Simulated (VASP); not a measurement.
# Ca3H2Pt (P4/mmm) in VASP: relaxation of cell and atoms with PBE

Aim: the relaxation of cell and atoms of Ca3H2Pt with PBE.

Everything below comes from runs of VASP 6.6.1. Logs are shortened: lines on timing, memory, paths and dates and some standing lists are left out, and cuts for length are marked.

### 1 The cell of the first run

The structure is tetragonal, space group P4/mmm (No. 123). Conventional cell: a = 3.196 Å, b = 3.196 Å, c = 9.554 Å, α = 90.00°, β = 90.00°, γ = 90.00°. Ca (site symmetry 4mm) has 4 H at 2.68 Å and 4 Pt at 2.86 Å and 6 Ca at 3.02 to 3.51 Å within 3.6 Å. Within 3.6 Å of Ca (site symmetry 4/mmm) lie 8 H at 2.76 Å and 6 Ca at 3.02 to 3.20 Å. H (site symmetry 4mm) has 8 Ca at 2.68 to 2.76 Å and 5 H at 3.17 to 3.20 Å and 1 Pt at 3.19 Å within 3.5 Å. Within 3.8 Å of Pt (site symmetry 4/mmm) lie 8 Ca at 2.86 Å and 2 H at 3.19 Å and 4 Pt at 3.20 Å.

The cell was generated, and may not be a known phase.

### 2 Relaxation of cell and atoms, PBE

File INCAR:

```
PREC     = Accurate       # precision mode
ENCUT    = 570            # plane-wave cutoff, eV
EDIFF    = 1E-7           # SCF threshold, eV
ISMEAR   = 0              # smearing method
SIGMA    = 0.1            # smearing width, eV
LREAL    = F              # projectors in reciprocal space
LASPH    = T              # aspherical terms in the spheres
NELM     = 120            # most SCF steps
ALGO     = Normal         # electronic algorithm
ISIF     = 3              # what is computed and relaxed
LWAVE    = F              # write WAVECAR
LCHARG   = F              # write CHGCAR
GGA      = PE             # functional
IBRION   = 2              # ionic algorithm
NSW      = 90             # ionic steps
EDIFFG   = -0.04          # ionic threshold
GGA_COMPAT= F            
NELMIN   = 4
```

File KPOINTS:

```
regular mesh
0
Gamma
  6 6 2
```

File POSCAR:

```
Ca3H2Pt
1.0
    3.1957126300      0.0000000000      0.0000000000
    0.0000000000      3.1957126300      0.0000000000
    0.0000000000      0.0000000000      9.5542483700
Ca H Pt
3 2 1
Direct
    0.5000000000      0.5000000000      0.1837450000
    0.5000000000      0.5000000000      0.5000000000
    0.5000000000      0.5000000000      0.8162550000
    0.0000000000      0.0000000000      0.3342649900
    0.0000000000      0.0000000000      0.6657350100
    0.0000000000      0.0000000000      0.0000000000
```

Potentials or basis: VASP PAW PBE potentials, release 64 (Ca_sv, H, Pt_sv_GW).

On the command line:

```
$ cat potpaw_PBE.64/Ca_sv/POTCAR potpaw_PBE.64/H/POTCAR potpaw_PBE.64/Pt_sv_GW/POTCAR > POTCAR
$ mpirun -np 1 vasp_std > vasp.out
```

OUTCAR:

```text
PREC = Accurate
   ENCUT = 570
   EDIFF = 1E-7
   ISMEAR = 0
   LREAL = F
   LASPH = T
   NELM = 120
   ISIF = 3
   GGA = PE
   IBRION = 2
   NSW = 90
   EDIFFG = -0.04
   NELMIN = 4

 ion  position               nearest neighbor table
   1  0.500  0.500  0.184-   6 2.86   6 2.86   6 2.86   6 2.86   2 3.02
   2  0.500  0.500  0.500-   1 3.02   3 3.02
   3  0.500  0.500  0.816-   6 2.86   6 2.86   6 2.86   6 2.86   2 3.02
   4  0.000  0.000  0.334-
   5  0.000  0.000  0.666-
   6  0.000  0.000  0.000-   1 2.86   3 2.86   1 2.86   3 2.86   1 2.86   3 2.86   1 2.86   3 2.86

  LATTYP: Found a simple tetragonal cell.
 ALAT       =     3.1957126300
 C/A-ratio  =     2.9897082361

  Lattice vectors:

 A1 = (   3.1957126300,   0.0000000000,   0.0000000000)
 A2 = (   0.0000000000,   3.1957126300,   0.0000000000)
 A3 = (   0.0000000000,   0.0000000000,   9.5542483700)

Analysis of symmetry for initial positions (statically):
=====================================================================
 Subroutine PRICEL returns:
 Original cell was already a primitive cell.

 Routine SETGRP: Setting up the symmetry group for a
 simple tetragonal supercell.

 Subroutine GETGRP returns: Found 16 space group operations
 (whereof 16 operations were pure point group operations)
 out of a pool of 16 trial point group operations.

The static configuration has the point symmetry D_4h.

Analysis of symmetry for dynamics (positions and initial velocities):
=====================================================================
 Subroutine PRICEL returns:
 Original cell was already a primitive cell.

 Routine SETGRP: Setting up the symmetry group for a
 simple tetragonal supercell.

 Subroutine GETGRP returns: Found 16 space group operations
 (whereof 16 operations were pure point group operations)
 out of a pool of 16 trial point group operations.

The dynamic configuration has the point symmetry D_4h.

 Subroutine INISYM returns: Found 16 space group operations
 (whereof 16 operations are pure point group operations),
 and found     1 'primitive' translations

----------------------------------------------------------------------------------------

                                     Primitive cell

  volume of cell :      97.5735

  direct lattice vectors                    reciprocal lattice vectors
     3.195712630  0.000000000  0.000000000     0.312919250  0.000000000  0.000000000
     0.000000000  3.195712630  0.000000000     0.000000000  0.312919250  0.000000000
     0.000000000  0.000000000  9.554248370     0.000000000  0.000000000  0.104665481

  length of vectors
     3.195712630  3.195712630  9.554248370     0.312919250  0.312919250  0.104665481

  position of ions in fractional coordinates (direct lattice)
     0.500000000  0.500000000  0.183745000
     0.500000000  0.500000000  0.500000000
     0.500000000  0.500000000  0.816255000
     0.000000000  0.000000000  0.334264990
     0.000000000  0.000000000  0.665735010
     0.000000000  0.000000000  0.000000000

  ion indices of the primitive-cell ions
   primitive index   ion index
                 1           1
                 2           2
                 3           3
                 4           4
                 5           5
                 6           6

----------------------------------------------------------------------------------------

 KPOINTS: regular mesh

Automatic generation of k-mesh.
 Grid dimensions read from file:
 generate k-points for:    6    6    2

 Generating k-lattice:

  Cartesian coordinates                     Fractional coordinates (reciprocal lattice)
     0.052153208  0.000000000  0.000000000     0.166666667  0.000000000  0.000000000
     0.000000000  0.052153208  0.000000000     0.000000000  0.166666667  0.000000000
     0.000000000  0.000000000  0.052332740     0.000000000  0.000000000  0.500000000

  Length of vectors
     0.052153208  0.052153208  0.052332740

  Shift w.r.t. Gamma in fractional coordinates (k-lattice)
     0.000000000  0.000000000  0.000000000

 Subroutine IBZKPT returns following result:
 ===========================================

 Found     20 irreducible k-points:

 Following reciprocal coordinates:
            Coordinates               Weight
  0.000000  0.000000  0.000000      1.000000
  0.166667  0.000000  0.000000      4.000000
  0.333333  0.000000  0.000000      4.000000
  0.500000  0.000000  0.000000      2.000000
  0.166667  0.166667  0.000000      4.000000
  0.333333  0.166667  0.000000      8.000000
[... 12 lines left out ...]
  0.500000  0.333333  0.500000      4.000000
  0.500000  0.500000  0.500000      1.000000
   k-points           NKPTS =     20   k-points in BZ     NKDIM =     20   number of bands    NBANDS=     30
   number of dos      NEDOS =    301   number of ions     NIONS =      6
   total plane-waves  NPLWV =  62720
   dimension x,y,z NGX =    28 NGY =   28 NGZ =   80
   dimension x,y,z NGXF=    56 NGYF=   56 NGZF=  160
   ions per type =               3   2   1
   NGX,Y,Z   is equivalent  to a cutoff of  14.57, 14.57, 13.92 a.u.
   NGXF,Y,Z  is equivalent  to a cutoff of  29.13, 29.13, 27.84 a.u.
 SYSTEM =  unknown system
   PREC   = accura    normal or accurate (medium, high low for compatibility)
   ISTART =      0    job   : 0-new  1-cont  2-samecut
   ICHARG =      2    charge: 1-file 2-atom 10-const
   ISPIN  =      1    spin polarized calculation?
   LNONCOLLINEAR =      F non collinear calculations
   LSORBIT =      F    spin-orbit coupling
   LASPH  =      T    aspherical Exc in radial PAW
   ENCUT  =  570.0 eV  41.89 Ry    6.47 a.u.   6.22  6.22 18.60*2*pi/ulx,y,z
   NELM   =    120;   NELMIN=  4; NELMDL= -5     # of ELM steps
   EDIFF  = 0.1E-06   stopping-criterion for ELM
   LREAL  =      F    real-space projection
   EDIFFG = -.4E-01   stopping-criterion for IOM
   NSW    =     90    number of steps for IOM
   IBRION =      2    ionic relax: 0-MD 1-quasi-New 2-CG
   NFREE  =      1    steps in history (QN), initial steepest desc. (CG)
   ISIF   =      3    stress and relaxation
   ISYM   =      2    0-nonsym 1-usesym 2-fastsym
   POTIM  = 0.5000    time-step for ionic-motion
   TEBEG  =    0.0;   TEEND  =   0.0 temperature during run
   PSTRESS=    0.0 pullay stress
   NELECT =      50.0000    total number of electrons
   NUPDOWN=      -1.0000    fix difference up-down
   EMIN   =  10.00;   EMAX   =-10.00  energy-range for DOS
   EFERMI =   0.00;   METHOD = LEGACY
   ISMEAR =     0;   SIGMA  =   0.10  broadening in eV -4-tet -1-fermi 0-gaus
   EFERMI_NEDOS =   21; number of points for ismear=-14 and -15
   IALGO  =     38    algorithm
   IMIX   =      4    mixing-type and parameters
     AMIX     =   0.40;   BMIX     =  1.00
     AMIX_MAG =   1.60;   BMIX_MAG =  1.00
  volume/ion in A,a.u.               =      16.26       109.74
  Fermi-wavevector in a.u.,A,eV,Ry     =   1.310049  2.475633 23.350702  1.716228
  Thomas-Fermi vector in A             =   2.440606
   LORBIT       =      0    0 simple, 1 ext, 2 COOP (PROOUT), +10 PAW based schemes
   GGA     = PE    functional components
   LHFCALC =     F    Hartree Fock is set to
   AEXX    =    0.0000 exact exchange contribution
   IVDW    =     0    specifies the selected vdW correction
   LEPSILON=     F    determine dielectric tensor
   LRPA    =     F    only Hartree local field effects (RPA)
 conjugate gradient relaxation of ions
 non-spin polarized calculation
 Gauss-broadening in eV      SIGMA  =   0.10
  energy-cutoff  :      570.00
  volume of cell :       97.57
 maximum number of plane-waves:      3044
 NGX is ok and might be reduce to    28
   NGX = 13   NGY = 13   NGZ = 37

--------------------------------------- Ionic step        1  -------------------------------------------

 number of electron      50.0000001 magnetization

 Free energy of the ion-electron system (eV)
  ---------------------------------------------------
  ext. energy  EPLUGINS =         0.00000000
  ---------------------------------------------------
  free energy    TOTEN  =       -19.36853412 eV

  energy without entropy =      -19.33916066  energy(sigma->0) =      -19.35384739

 E-fermi :   5.5866     XC(G=0): -10.2172

 val. band max:        5.5825045858   @ k =   0.5000   0.3333   0.0000
 cond. band min:       5.5956186812   @ k =   0.5000   0.1667   0.0000
 fundamental gap:      0.0131140954
 Fermi energy:         5.5866013928

 k-point     1 :       0.0000    0.0000    0.0000
  band No.  band energies     occupation
      1     -92.6630      2.00000
      2     -46.9513      2.00000
      3     -46.7730      2.00000
      4     -46.7730      2.00000
      5     -36.6110      2.00000
      6     -35.5684      2.00000
[... 762 lines left out ...]
  FREE ENERGIE OF THE ION-ELECTRON SYSTEM (eV)
  ---------------------------------------------------
  free  energy   TOTEN  =       -19.8071970367 eV

  energy  without entropy=      -19.7892623611  energy(sigma->0) =      -19.79822970

 E-fermi :   4.3175     XC(G=0):  -9.4407

 val. band max:        4.3145839630   @ k =   0.5000   0.3333   0.0000
 cond. band min:       4.3281229803   @ k =   0.5000   0.5000   0.0000
 fundamental gap:      0.0135390173
 Fermi energy:         4.3175245881

 k-point     1 :       0.0000    0.0000    0.0000
  band No.  band energies     occupation
      1     -93.6267      2.00000
      2     -47.9031      2.00000
      3     -47.7724      2.00000
      4     -47.7724      2.00000
      5     -38.1163      2.00000
      6     -37.1308      2.00000
[... 649 lines left out ...]
     29       5.0808      0.00000
     30       5.5042      0.00000

[... ionic steps 4 to 19 ...]

--------------------------------------- Ionic step       20  -------------------------------------------

 number of electron      50.0000006 magnetization

------------------------ aborting loop because EDIFF is reached ----------------------------------------

  FORCE on cell =-STRESS in cart. coord.  units (eV):
  Direction    XX          YY          ZZ          XY          YZ          ZX
  --------------------------------------------------------------------------------------
  -------------------------------------------------------------------------------------
  Total       -0.0147825     -0.0147825     -0.0910554      0.0000000     -0.0000000      0.0000000
  in kB       -0.1931929     -0.1931929     -1.1900030      0.0000000     -0.0000000      0.0000000
  external PRESSURE =      -0.5254629 kB  Pullay stress =       0.0000000 kB
[... 65 lines left out ...]
  energy  without entropy=      -20.2033788315  energy(sigma->0) =      -20.21418081

--------------------------------------- Ionic step       22  -------------------------------------------

 number of electron      50.0000006 magnetization

 Free energy of the ion-electron system (eV)
  ---------------------------------------------------
  ext. energy  EPLUGINS =         0.00000000
  ---------------------------------------------------
  free energy    TOTEN  =       -20.22577022 eV

  energy without entropy =      -20.20444472  energy(sigma->0) =      -20.21510747

 E-fermi :   3.8643     XC(G=0):  -9.1355

 val. band max:        3.8586111616   @ k =   0.5000   0.3333   0.5000
 cond. band min:       3.8904769518   @ k =   0.3333   0.1667   0.0000
 fundamental gap:      0.0318657901
 Fermi energy:         3.8643192766

 k-point     1 :       0.0000    0.0000    0.0000
  band No.  band energies     occupation
      1     -94.1788      2.00000
      2     -48.4450      2.00000
      3     -48.3464      2.00000
      4     -48.3464      2.00000
      5     -38.4023      2.00000
      6     -37.4944      2.00000
[... 682 lines left out ...]
  FREE ENERGIE OF THE ION-ELECTRON SYSTEM (eV)
  ---------------------------------------------------
  free  energy   TOTEN  =       -20.2257702206 eV

  energy  without entropy=      -20.2044447175  energy(sigma->0) =      -20.21510747

 reached required accuracy - stopping structural energy minimisation
```

Wall time 13 min (1 thread of Intel Xeon 6975P-C (Granite Rapids), shared host); peak memory 0.29 GiB.

Results:

| Item | Value |
| --- | --- |
| Free energy | -20.2258 eV |
| Relaxed volume | 20.53 Å³/atom |
| Relaxed cell | a = 3.405 Å, b = 3.405 Å, c = 10.625 Å, α = 90.00°, β = 90.00°, γ = 90.00° |
| Space group after relaxing (to 0.1 Å) | P4/mmm (No. 123) |
| Energy gained by relaxing | 142.9 meV/atom |
| Ionic steps | 22 |
| Pressure after relaxing | 0.0 GPa |
| Largest force after relaxing | 0.021 eV/Å |
| Band gap on the k mesh | zero (bands 25 and 26 overlap by 1.06 eV) |

Forces on the atoms (eV/Å):
```
Ca   0.000  0.000 -0.009
Ca   0.000  0.000  0.000
Ca   0.000  0.000  0.009
H    0.000  0.000  0.021
H    0.000  0.000 -0.021
Pt   0.000  0.000  0.000
```

Step by step:
```tsv
step	energy change (eV)	largest force (eV/Å)	pressure (GPa)	volume (Å³)
1	0.0000	0.3576	8.70	97.57
2	-0.4151	0.8321	1.30	110.58
3	-0.4387	0.9397	-0.64	115.43
4	-0.5258	0.6612	-0.60	116.64
5	-0.6308	0.3235	-0.15	119.81
6	-0.6324	0.3315	-0.05	120.27
7	-0.6540	0.3413	-0.04	120.36
8	-0.7098	0.3079	0.03	120.60
9	-0.7222	0.2714	0.24	121.02
10	-0.7369	0.2185	0.13	120.84
11	-0.7491	0.1911	0.09	120.95
12	-0.7813	0.1352	0.01	121.30
13	-0.8217	0.0462	-0.15	121.98
14	-0.7811	0.3282	-0.47	123.28
15	-0.8274	0.1242	-0.24	122.33
16	-0.8436	0.0908	0.01	121.85
17	-0.8529	0.0396	0.44	121.10
18	-0.8530	0.0370	0.47	121.06
19	-0.8553	0.0765	0.09	122.16
20	-0.8555	0.0920	-0.05	122.59
21	-0.8564	0.0613	-0.03	122.81
22	-0.8572	0.0210	0.00	123.18
```

Final structure:
```
Ca H Pt
1.0
     3.40502    0.00000    0.00000
     0.00000    3.40502    0.00000
     0.00000    0.00000   10.62471
Ca H Pt
3 2 1
Direct
  0.50000 0.50000 0.15853
  0.50000 0.50000 0.50000
  0.50000 0.50000 0.84147
  0.00000 0.00000 0.38855
  0.00000 0.00000 0.61145
  0.00000 0.00000 0.00000
```

Caveat: the volume moved by over 15 % at a fixed basis, so the end points are rough; spin-orbit coupling is left out, which moves the levels of the heavy elements.

The gap in the log of VASP goes by the Fermi energy; the results here count the filled bands.